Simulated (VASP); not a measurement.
## Os: relaxation of cell and atoms with PBEsol

The system is Os.

```
Os
1.0
     2.73410    0.00000    0.00000
    -1.36705    2.36780    0.00000
     0.00000    0.00000    4.31970
Os
2
Direct
  0.33333 0.66667 0.25000
  0.66667 0.33333 0.75000
```

```json
{
 "Program": "VASP 6.6.1",
 "Task": "relaxation of cell and atoms",
 "Functional": "PBEsol",
 "Potentials or basis": "VASP PAW PBE potentials, release 64 (Os)",
 "Cutoff": "600 eV",
 "k mesh": "10 × 10 × 6",
 "Occupations": "fermi-dirac, width 0.1 eV",
 "Spin": "no spin polarisation",
 "Dipole correction": "no",
 "Further INCAR settings": "ALGO = Normal; EDIFF = 1e-06; IBRION = 2; EDIFFG = -0.02; NSW = 60; ISIF = 3"
}
```

* Relaxed volume: 13.92 Å³/atom
* Relaxed cell: a = 2.735 Å, b = 2.735 Å, c = 4.300 Å, α = 90.00°, β = 90.00°, γ = 120.00°
* Space group after relaxing (to 0.1 Å): P6_3/mmc (No. 194)
* Energy gained by relaxing: 0.8 meV/atom
* Ionic steps: 5
* Pressure after relaxing: 0.0 GPa
* Band gap on the k mesh: zero (bands 8 and 9 overlap by 3.92 eV)

The path:
```csv
step,energy change (eV),largest force (eV/Å),pressure (GPa),volume (Å³)
1,0.0000,0.0000,-1.94,27.96
2,0.0177,0.0000,9.71,27.28
3,-0.0014,0.0000,0.40,27.82
4,-0.0012,0.0000,-0.68,27.89
5,-0.0016,0.0000,-0.02,27.85
```

Final structure:
```cif
data_structure
_symmetry_space_group_name_H-M 'P 1'
_symmetry_Int_Tables_number 1
_cell_length_a 2.7347
_cell_length_b 2.7347
_cell_length_c 4.2998
_cell_angle_alpha 90.000
_cell_angle_beta 90.000
_cell_angle_gamma 120.000
_cell_volume 27.85
loop_
_atom_site_label
_atom_site_type_symbol
_atom_site_fract_x
_atom_site_fract_y
_atom_site_fract_z
_atom_site_occupancy
Os1 Os 0.33333 0.66667 0.25000 1
Os2 Os 0.66667 0.33333 0.75000 1
```

Levels at points of the mesh, in eV from the Fermi level:
| k point | band 6 | band 7 | band 8 | band 9 | band 10 | band 11 |
| --- | --- | --- | --- | --- | --- | --- |
| (0.00, 0.00, 0.00) | -2.26 | -2.26 | -1.65 | -1.65 | 0.03 | 1.68 |
| (0.50, 0.00, 0.00) | -2.59 | -1.90 | 1.99 | 2.58 | 2.75 | 4.40 |
| (0.00, 0.00, 0.50) | -3.33 | -3.33 | -3.33 | 0.88 | 0.88 | 0.88 |
| (0.50, 0.00, 0.50) | -1.27 | -0.21 | -0.21 | 2.34 | 2.34 | 3.29 |

It took 2.1 min on 1 thread of AMD EPYC 7R43 64-Core Processor (Zen 3), on a shared host, peak memory 0.16 GiB.

Caveat: the PAW data sets were made with another functional, which shifts forces and pressure a little; spin-orbit coupling is left out, which moves the levels of the heavy elements.
